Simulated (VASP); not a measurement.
# Rb (Im-3m) in VASP: notebook

Rb is run at these levels: LDA; tasks: single point, relaxation of cell and atoms.

Program: VASP 6.6.1. These are calculated values, not measurements. Logs are shortened: lines on timing, memory, paths and dates and some standing lists are left out, and cuts for length are marked.

## Step 1: The cell of the first run

The structure is cubic, space group Im-3m (No. 229). Conventional cell: a = 4.073 Å, b = 4.073 Å, c = 4.073 Å, α = 90.00°, β = 90.00°, γ = 90.00°. Within 4.6 Å of Rb (site symmetry m-3m) lie 14 Rb at 3.53 to 4.07 Å.

## Step 2: Single point, LDA

Input file INCAR:

```
  ALGO = Normal
  EDIFF = 1E-7
  ENCUT = 520
  ISIF = 2
  ISMEAR = -1
  LASPH = True
  LCHARG = False
  LREAL = False
  LWAVE = False
  NBANDS = 10
  NELM = 60
  PREC = Accurate
  SIGMA = 0.1
```

Input file KPOINTS:

```
k-points
0
Gamma
  13 13 13
```

Input file POSCAR:

```
Rb
1.0
   -2.0366626121      2.0366626121      2.0366626121
    2.0366626121     -2.0366626121      2.0366626121
    2.0366626121      2.0366626121     -2.0366626121
Rb
1
Direct
    0.0000000000      0.0000000000      0.0000000000
```

Potentials or basis: VASP PAW LDA potentials, release 64 (Rb_sv).

On the command line:

```console
cat potpaw_LDA.64/Rb_sv/POTCAR > POTCAR
mpirun -np 1 vasp_std > vasp.out
```

OUTCAR:

```text
EDIFF = 1E-7
   ENCUT = 520
   ISIF = 2
   ISMEAR = -1
   LASPH = True
   LREAL = False
   NELM = 60
   PREC = Accurate

 ion  position               nearest neighbor table
   1  0.000  0.000  0.000-

  LATTYP: Found a body centered cubic cell.
 ALAT       =     4.0733252242

  Lattice vectors:

 A1 = (  -2.0366626121,   2.0366626121,   2.0366626121)
 A2 = (   2.0366626121,  -2.0366626121,   2.0366626121)
 A3 = (   2.0366626121,   2.0366626121,  -2.0366626121)

Analysis of symmetry for initial positions (statically):
=====================================================================
 Subroutine PRICEL returns:
 Original cell was already a primitive cell.

 Routine SETGRP: Setting up the symmetry group for a
 body centered cubic supercell.

 Subroutine GETGRP returns: Found 48 space group operations
 (whereof 48 operations were pure point group operations)
 out of a pool of 48 trial point group operations.

The static configuration has the point symmetry O_h .

Analysis of symmetry for dynamics (positions and initial velocities):
=====================================================================
 Subroutine PRICEL returns:
 Original cell was already a primitive cell.

 Routine SETGRP: Setting up the symmetry group for a
 body centered cubic supercell.

 Subroutine GETGRP returns: Found 48 space group operations
 (whereof 48 operations were pure point group operations)
 out of a pool of 48 trial point group operations.

The dynamic configuration has the point symmetry O_h .

 Subroutine INISYM returns: Found 48 space group operations
 (whereof 48 operations are pure point group operations),
 and found     1 'primitive' translations

----------------------------------------------------------------------------------------

                                     Primitive cell

  volume of cell :      33.7923

  direct lattice vectors                    reciprocal lattice vectors
    -2.036662612  2.036662612  2.036662612     0.000000000  0.245499670  0.245499670
     2.036662612 -2.036662612  2.036662612     0.245499670  0.000000000  0.245499670
     2.036662612  2.036662612 -2.036662612     0.245499670  0.245499670  0.000000000

  length of vectors
     3.527603122  3.527603122  3.527603122     0.347188963  0.347188963  0.347188963

  position of ions in fractional coordinates (direct lattice)
     0.000000000  0.000000000  0.000000000

  ion indices of the primitive-cell ions
   primitive index   ion index
                 1           1

----------------------------------------------------------------------------------------

 KPOINTS: k-points

Automatic generation of k-mesh.
 Grid dimensions read from file:
 generate k-points for:   13   13   13

 Generating k-lattice:

  Cartesian coordinates                     Fractional coordinates (reciprocal lattice)
     0.000000000  0.018884590  0.018884590     0.076923077  0.000000000  0.000000000
     0.018884590  0.000000000  0.018884590     0.000000000  0.076923077  0.000000000
     0.018884590  0.018884590  0.000000000     0.000000000  0.000000000  0.076923077

  Length of vectors
     0.026706843  0.026706843  0.026706843

  Shift w.r.t. Gamma in fractional coordinates (k-lattice)
     0.000000000  0.000000000  0.000000000

 Subroutine IBZKPT returns following result:
 ===========================================

 Found     84 irreducible k-points:

 Following reciprocal coordinates:
            Coordinates               Weight
  0.000000  0.000000  0.000000      1.000000
  0.076923  0.000000  0.000000     12.000000
  0.153846  0.000000  0.000000     12.000000
  0.230769  0.000000  0.000000     12.000000
  0.307692  0.000000  0.000000     12.000000
  0.384615  0.000000  0.000000     12.000000
[... 16 lines left out ...]
  0.153846  0.076923  0.076923     24.000000
  0.230769  0.076923  0.076923     24.000000
 [... further k-points ...]
   k-points           NKPTS =     84   k-points in BZ     NKDIM =     84   number of bands    NBANDS=     10
   number of dos      NEDOS =    301   number of ions     NIONS =      1
   total plane-waves  NPLWV =  21952
   dimension x,y,z NGX =    28 NGY =   28 NGZ =   28
   dimension x,y,z NGXF=    56 NGYF=   56 NGZF=   56
   ions per type =               1
   NGX,Y,Z   is equivalent  to a cutoff of  13.20, 13.20, 13.20 a.u.
   NGXF,Y,Z  is equivalent  to a cutoff of  26.39, 26.39, 26.39 a.u.
 SYSTEM =  unknown system
   PREC   = accura    normal or accurate (medium, high low for compatibility)
   ISTART =      0    job   : 0-new  1-cont  2-samecut
   ICHARG =      2    charge: 1-file 2-atom 10-const
   ISPIN  =      1    spin polarized calculation?
   LNONCOLLINEAR =      F non collinear calculations
   LSORBIT =      F    spin-orbit coupling
   LASPH  =      T    aspherical Exc in radial PAW
   ENCUT  =  520.0 eV  38.22 Ry    6.18 a.u.   6.56  6.56  6.56*2*pi/ulx,y,z
   NELM   =     60;   NELMIN=  2; NELMDL= -5     # of ELM steps
   EDIFF  = 0.1E-06   stopping-criterion for ELM
   LREAL  =      F    real-space projection
   EDIFFG = 0.1E-05   stopping-criterion for IOM
   NSW    =      0    number of steps for IOM
   IBRION =     -1    ionic relax: 0-MD 1-quasi-New 2-CG
   NFREE  =      0    steps in history (QN), initial steepest desc. (CG)
   ISIF   =      2    stress and relaxation
   ISYM   =      2    0-nonsym 1-usesym 2-fastsym
   POTIM  = 0.5000    time-step for ionic-motion
   TEBEG  =    0.0;   TEEND  =   0.0 temperature during run
   PSTRESS=    0.0 pullay stress
   NELECT =       9.0000    total number of electrons
   NUPDOWN=      -1.0000    fix difference up-down
   EMIN   =  10.00;   EMAX   =-10.00  energy-range for DOS
   EFERMI =   0.00;   METHOD = LEGACY
   ISMEAR =    -1;   SIGMA  =   0.10  broadening in eV -4-tet -1-fermi 0-gaus
   EFERMI_NEDOS =   21; number of points for ismear=-14 and -15
   IALGO  =     38    algorithm
   IMIX   =      4    mixing-type and parameters
     AMIX     =   0.40;   BMIX     =  1.00
     AMIX_MAG =   1.60;   BMIX_MAG =  1.00
  volume/ion in A,a.u.               =      33.79       228.04
  Fermi-wavevector in a.u.,A,eV,Ry     =   1.053295  1.990438 15.094709  1.109430
  Thomas-Fermi vector in A             =   2.188411
   LORBIT       =      0    0 simple, 1 ext, 2 COOP (PROOUT), +10 PAW based schemes
   GGA     = CA    functional components
   LHFCALC =     F    Hartree Fock is set to
   AEXX    =    0.0000 exact exchange contribution
   IVDW    =     0    specifies the selected vdW correction
   LEPSILON=     F    determine dielectric tensor
   LRPA    =     F    only Hartree local field effects (RPA)
 non-spin polarized calculation
  energy-cutoff  :      520.00
  volume of cell :       33.79
 maximum number of plane-waves:       937
   NGX = 13   NGY = 13   NGZ = 13

 number of electron       9.0000000 magnetization

 Free energy of the ion-electron system (eV)
  ---------------------------------------------------
  ext. energy  EPLUGINS =         0.00000000
  ---------------------------------------------------
  free energy    TOTEN  =        -0.19196081 eV

  energy without entropy =       -0.15575808  energy(sigma->0) =       -0.17385945

 E-fermi :   3.4002     XC(G=0):  -8.8903

 val. band max:        3.3952705126   @ k =  -0.3846   0.3846   0.3846
 cond. band min:       3.4007513216   @ k =  -0.3846   0.3846   0.1538
 fundamental gap:      0.0054808090
 Fermi energy:         3.4002187206

 k-point     1 :       0.0000    0.0000    0.0000
  band No.  band energies     occupation
      1     -25.7655      2.00000
      2      -9.0641      2.00000
      3      -9.0641      2.00000
      4      -9.0641      2.00000
      5       0.3318      2.00000
      6       7.6039      0.00000
      7       7.6039      0.00000
      8       7.6039      0.00000
      9       9.7349      0.00000
     10       9.7349      0.00000

 k-point     2 :       0.0769    0.0000    0.0000
  band No.  band energies     occupation
      1     -25.7506      2.00000
      2      -9.1862      2.00000
      3      -9.0948      2.00000
      4      -9.0663      2.00000
      5       0.5471      2.00000
      6       7.3995      0.00000
      7       7.4681      0.00000
      8       7.8060      0.00000
      9       9.3730      0.00000
     10       9.6808      0.00000

 k-point     3 :       0.1538    0.0000    0.0000
  band No.  band energies     occupation
      1     -25.7089      2.00000
      2      -9.5050      2.00000
      3      -9.1782      2.00000
      4      -9.0726      2.00000
      5       1.1238      2.00000
      6       6.9228      0.00000
      7       6.9299      0.00000
      8       8.4012      0.00000
      9       9.1431      0.00000
     10       9.6027      0.00000

 k-point     4 :       0.2308    0.0000    0.0000
  band No.  band energies     occupation
      1     -25.6491      2.00000
      2      -9.9153      2.00000
      3      -9.2923      2.00000
      4      -9.0815      2.00000
      5       1.8729      2.00000
      6       6.2573      0.00000
      7       6.3885      0.00000
      8       9.3587      0.00000
      9       9.3837      0.00000
     10       9.6355      0.00000
[... 222 lines left out ...]
 k-point    22 :       0.0769    0.0769    0.0769
  band No.  band energies     occupation
      1     -25.6841      2.00000
      2      -9.6998      2.00000
      3      -9.1438      2.00000
      4      -9.1438      2.00000
      5       1.4710      2.00000
      6       6.5421      0.00000
      7       6.5421      0.00000
      8       9.0138      0.00000
      9       9.4900      0.00000
     10       9.4900      0.00000

 k-point    23 :       0.1538    0.0769    0.0769
  band No.  band energies     occupation
      1     -25.6296      2.00000
      2     -10.0325      2.00000
      3      -9.2753      2.00000
      4      -9.1625      2.00000
      5       2.2031      1.99999
      6       5.9690      0.00000
      7       6.0576      0.00000
      8       9.5590      0.00000
      9       9.8667      0.00000
     10      10.0585      0.00000

 k-point    24 :       0.2308    0.0769    0.0769
  band No.  band energies     occupation
      1     -25.5708      2.00000
      2     -10.3406      2.00000
      3      -9.4350      2.00000
      4      -9.1826      2.00000
      5       2.8847      1.98852
      6       5.6813      0.00000
      7       5.6850      0.00000
      8       9.8927      0.00000
      9      10.1950      0.00000
     10      11.2629      0.00000

 [... further k-points ...]

------------------------ aborting loop because EDIFF is reached ----------------------------------------

  FORCE on cell =-STRESS in cart. coord.  units (eV):
  Direction    XX          YY          ZZ          XY          YZ          ZX
  --------------------------------------------------------------------------------------
  -------------------------------------------------------------------------------------
  Total        2.3263751      2.3263751      2.3263751      0.0000000      0.0000000     -0.0000000
  in kB      110.2993771    110.2993771    110.2993771      0.0000000      0.0000000     -0.0000000
  external PRESSURE =     110.2993771 kB  Pullay stress =       0.0000000 kB

 VOLUME and BASIS-vectors are now :
 -----------------------------------------------------------------------------
  energy-cutoff  :      520.00
  volume of cell :       33.79
      direct lattice vectors                 reciprocal lattice vectors
    -2.036662612  2.036662612  2.036662612     0.000000000  0.245499670  0.245499670
     2.036662612 -2.036662612  2.036662612     0.245499670  0.000000000  0.245499670
     2.036662612  2.036662612 -2.036662612     0.245499670  0.245499670  0.000000000

 POSITION                                       TOTAL-FORCE (eV/Angst)
 -----------------------------------------------------------------------------------
      0.00000      0.00000      0.00000         0.000000     -0.000000     -0.000000
 -----------------------------------------------------------------------------------
    total drift:                                0.000000     -0.000000     -0.000000

  FREE ENERGIE OF THE ION-ELECTRON SYSTEM (eV)
  ---------------------------------------------------
  free  energy   TOTEN  =        -0.1919608139 eV

  energy  without entropy=       -0.1557580802  energy(sigma->0) =       -0.17385945
```

It took 9 s on 1 thread of Intel Xeon 6975P-C (Granite Rapids), shared host; peak memory 0.15 GiB.

Results:

* Free energy: -0.1920 eV
* Pressure: 11.0 GPa
* Band gap on the k mesh: zero (an odd number of electrons rules out a gap without spin polarisation)

Levels at points of the mesh, in eV from the Fermi level:
```csv
k point,band 3,band 4,band 5,band 6,band 7,band 8
"(0.00, 0.00, 0.00)",-12.46,-12.46,-3.07,4.20,4.20,4.20
```

Caveat: the cell stands under pressure.

(Part 1 of 3 ends here.)
